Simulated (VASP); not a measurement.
Set up this calculation in VASP 6.6.1, as the native input.

| Property | Result |
| --- | --- |
| Task | single point |
| Functional | PBEsol |
| Potentials or basis | VASP PAW PBE potentials, release 64 (Cs_sv) |
| Cutoff | 520 eV |
| k mesh | 12 × 12 × 12 |
| Occupations | fermi-dirac, width 0.1 eV |
| Spin | no spin polarisation |
| Dipole correction | no |
| Further INCAR settings | ALGO = Normal; EDIFF = 1e-06; NBANDS = 10 |

The structure of Cs lies in POSCAR:

```
Cs
1.0
   -3.0225000000      3.0225000000      3.0225000000
    3.0225000000     -3.0225000000      3.0225000000
    3.0225000000      3.0225000000     -3.0225000000
Cs
1
Direct
    0.0000000000      0.0000000000      0.0000000000
```

These files were run (other wordings do the same):

INCAR

```
SYSTEM = Cs
PREC     = Accurate       ! precision mode
ENCUT    = 520            ! plane-wave cutoff, eV
EDIFF    = 1E-6           ! SCF threshold, eV
ISMEAR   = -1             ! smearing method
SIGMA    = 0.1            ! smearing width, eV
LREAL    = .FALSE.        ! projectors in reciprocal space
LASPH    = .TRUE.         ! aspherical terms in the spheres
NELM     = 80             ! most SCF steps
ALGO     = Normal         ! electronic algorithm
ISIF     = 2              ! what is computed and relaxed
LWAVE    = .FALSE.        ! write WAVECAR
LCHARG   = .FALSE.        ! write CHGCAR
GGA      = PS             ! functional
NBANDS   = 10             ! bands
```

KPOINTS

```
regular mesh
0
G
  12 12 12
  0 0 0
```

Potentials or basis: VASP PAW PBE potentials, release 64 (Cs_sv).

Command:

```console
$ cat potpaw_PBE.64/Cs_sv/POTCAR > POTCAR
$ mpirun -np 1 vasp_std > vasp.out
```

Results of the run:

```yaml
Pressure: 0.0 GPa
```

Caveat: the PAW data sets were made with another functional, which shifts forces and pressure a little.

Run time: 45 s on 1 thread of Intel(R) Xeon(R) Platinum 8375C CPU @ 2.90GHz (Ice Lake), on a shared host, peak memory 0.26 GiB.
